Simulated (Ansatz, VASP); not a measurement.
## AlCu3: VASP beside Ansatz

```
Al Cu
1.0
     3.63187    0.00000    0.00000
     0.00000    3.63187    0.00000
     0.00000    0.00000    3.63187
Al Cu
1 3
Cartesian
  0.0693 0.0000 0.0000
  1.8537 1.8159 0.0000
  1.8537 0.0000 1.8159
  -0.1050 1.8159 1.8159
```

Change from the starting cell: mode 7 (198.7 1/cm) frozen in, largest displacement +0.105 Å.

Alike in both runs: task single point; functional PBEsol; k mesh 14 × 14 × 14; occupations gaussian, width 0.15 eV; no spin polarisation.

|  | VASP | Ansatz |
| --- | --- | --- |
| version | VASP 6.6.1 | Ansatz 0.2.0 |
| potentials or method | VASP PAW PBE potentials, release 64 (Al, Cu), cutoff 520 eV | scalar-relativistic, plane waves, PAW |
| valence electrons in the cell | 36 | 60 |

|  | VASP | Ansatz | Ansatz less VASP |
| --- | --- | --- | --- |
| gap on the k mesh at the Fermi level (eV) | none | none | - |
| pressure (GPa) | 1.5 | 0.9 | -0.61 |
| traceless stress, the component that is largest in VASP (GPa) | 0.03 | 0.06 | +0.025 |
| rms of the force components (eV/Å) | 0.328 | 0.328 | +0.0003 |

VASP's potentials were made for PBE, not for PBEsol. Atom by atom the forces differ by 0.000 eV/Å (rms over components). A gap of «none» marks a metal or a gap that the smearing closes. The functional is the same, so the differences come from potentials, cutoffs and numerics. VASP's potentials hold 36 valence electrons a cell and Ansatz's 60, so a difference there can come from the potentials and not from the codes.
